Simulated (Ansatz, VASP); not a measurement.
One calculation of Ag, two programs

POSCAR

```
Ag
1.0
    0.0000000000      2.0431000000      1.8796520000
    2.0431000000      0.0000000000      1.8796520000
    2.0431000000      2.0431000000      0.0000000000
Ag
1
Direct
    0.0000000000      0.0000000000      0.0000000000
```

INCAR.step1

```
SYSTEM = Ag
PREC = Accurate
ENCUT = 520
ISMEAR = 0
SIGMA = 0.15
LREAL = .FALSE.
LASPH = .TRUE.
NELM = 60
NBANDS = 12
GGA = PE
ALGO = Normal
EDIFF = 1E-4
LWAVE = .TRUE.
LCHARG = .FALSE.
```

The input INCAR.step2:

```
SYSTEM = Ag
PREC = Accurate
ENCUT = 520
EDIFF = 1E-7
ISMEAR = 0
SIGMA = 0.15
LREAL = .FALSE.
LASPH = .TRUE.
NELM = 60
ALGO = Normal
ISIF = 2
LWAVE = .FALSE.
LCHARG = .FALSE.
METAGGA = R2SCAN
LMIXTAU = .TRUE.
NBANDS = 12
ISTART = 1
```

Contents of KPOINTS:

```
regular mesh
0
G
  20 20 20
  0 0 0
```

Input for Ansatz:

```yaml
crystal:
  lattice:
    - [0.0, 2.0431, 1.879652]
    - [2.0431, 0.0, 1.879652]
    - [2.0431, 2.0431, 0.0]
  atoms:
    - { symbol: Ag, position: [0.0, 0.0, 0.0] }
basis:
  ecutwfc: 500
kpoints:
  mp_grid: { grid: [20, 20, 20] }
hamiltonian:
  xc: r2scan
scf:
  occupations: { method: gaussian, width: 0.15 }
output:
  forces: true
  stress: true
  eigenvalues: true
```

Change from the starting cell: strain +0.000 along x and y, -0.080 along z, atoms carried along.

Alike in both runs: task single point; functional r2SCAN; k mesh 20 × 20 × 20; occupations gaussian, width 0.15 eV; no spin polarisation.

|  | VASP | Ansatz |
| --- | --- | --- |
| version | VASP 6.6.1 | Ansatz 0.2.0 |
| potentials or method | VASP PAW PBE potentials, release 64 (Ag), cutoff 520 eV | scalar-relativistic, plane waves, PAW |
| valence electrons in the cell | 11 | 19 |

```tsv
	VASP	Ansatz	Ansatz less VASP
gap on the k mesh at the Fermi level (eV)	none	none	-
pressure (GPa)	13.7	13.4	-0.34
traceless stress, the component that is largest in VASP (GPa)	2.09	2.05	-0.033
```

VASP's potentials were made for PBE, not for r2SCAN. A gap of «none» marks a metal or a gap that the smearing closes. With one functional, cell and mesh, what is left measures potentials, basis and numerics. VASP's potentials hold 11 valence electrons a cell and Ansatz's 19, so a difference there can come from the potentials and not from the codes.
